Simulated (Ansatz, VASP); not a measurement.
LiCl: VASP beside Ansatz

The input INCAR:

```
SYSTEM = LiCl
PREC = Accurate
ENCUT = 520
EDIFF = 1E-6
ISMEAR = 0
SIGMA = 0.02
LREAL = .False.
LASPH = .True.
NELM = 80
ALGO = Normal
ISIF = 2
LWAVE = .False.
LCHARG = .False.
GGA = PE
NBANDS = 12
```

File KPOINTS:

```
Automatic mesh
0
Gamma
  8 8 8
  0 0 0
```

POSCAR

```
LiCl
1.0
    0.0000000000      2.5647700000      2.5647700000
    2.5647700000      0.0000000000      2.5647700000
    2.5647700000      2.5647700000      0.0000000000
Li Cl
1 1
Direct
    0.0000000000      0.0000000000      0.0000000000
    0.5000000000      0.5000000000      0.5000000000
```

Input for Ansatz:

```yaml
crystal:
  lattice:
    - [0.0, 2.56477, 2.56477]
    - [2.56477, 0.0, 2.56477]
    - [2.56477, 2.56477, 0.0]
  atoms:
    - { symbol: Li, position: [0.0, 0.0, 0.0] }
    - { symbol: Cl, position: [0.5, 0.5, 0.5] }
basis:
  ecutwfc: 420
kpoints:
  mp_grid: { grid: [8, 8, 8] }
hamiltonian:
  xc: pbe
scf:
  occupations: { method: gaussian, width: 0.02 }
output:
  forces: true
  stress: true
  eigenvalues: true
  populations: true
```

Alike in both runs: task single point; functional PBE; k mesh 8 × 8 × 8; occupations gaussian, width 0.02 eV; no spin polarisation.

```csv
,VASP,Ansatz
version,VASP 6.6.1,Ansatz 0.2.0
potentials or method,"VASP PAW PBE potentials, release 64 (Li_sv, Cl), cutoff 520 eV","scalar-relativistic, plane waves, PAW"
valence electrons in the cell,10,10
```

Ansatz gave:

- gap on the k mesh at the Fermi level (eV): 6.33
- least direct gap on the mesh (eV): 6.33

Q: What did VASP give for the same quantities?

A: gap on the k mesh at the Fermi level (eV): 6.34; least direct gap on the mesh (eV): 6.34.

Noted on VASP's run: the cutoff is short for stress, so the pressure is rough.
